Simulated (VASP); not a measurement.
Here is a VASP 6.6.1 calculation.

The input INCAR:

```
PREC     = Accurate       # precision mode
ENCUT    = 600            # plane-wave cutoff, eV
EDIFF    = 1E-7           # SCF threshold, eV
ISMEAR   = 0              # smearing method
SIGMA    = 0.1            # smearing width, eV
LREAL    = F              # projectors in reciprocal space
LASPH    = T              # aspherical terms in the spheres
NELM     = 60             # most SCF steps
ALGO     = Fast           # electronic algorithm
ISIF     = 4              # what is computed and relaxed
LWAVE    = F              # write WAVECAR
LCHARG   = F              # write CHGCAR
GGA      = PS             # functional
IBRION   = 2              # ionic algorithm
NSW      = 50             # ionic steps
EDIFFG   = -0.01          # ionic threshold
```

The input KPOINTS:

```
Automatic mesh
0
Gamma
  12 12 4
```

Contents of POSCAR:

```
AlCr2C
1.0
    2.8691767566      0.0000000000      0.0000000000
   -1.4345883783      2.4847799592      0.0000000000
    0.0000000000      0.0000000000     12.8260879729
Al Cr C
2 4 2
Direct
    0.6666666667      0.3333333333      0.2500000000
    0.3333333333      0.6666666667      0.7500000000
    0.3333333333      0.6666666667      0.4167729456
    0.6666666667      0.3333333333      0.9167729456
    0.6666666667      0.3333333333      0.5832270544
    0.3333333333      0.6666666667      0.0832270544
    0.0000000000      0.0000000000      0.5000000000
    0.0000000000      0.0000000000      0.0000000000
```

Potentials or basis: VASP PAW PBE potentials, release 64 (Al, Cr_pv, C).

Command:

```console
$ cat potpaw_PBE.64/Al/POTCAR potpaw_PBE.64/Cr_pv/POTCAR potpaw_PBE.64/C/POTCAR > POTCAR
$ mpirun -np 1 vasp_std > vasp.out
```

(1) What does it give for the band gap on the k mesh?

## Answers

(1) zero (bands 31 and 32 overlap by 0.83 eV).

Caveat: the run has no spin polarisation, though such a crystal can be magnetic.
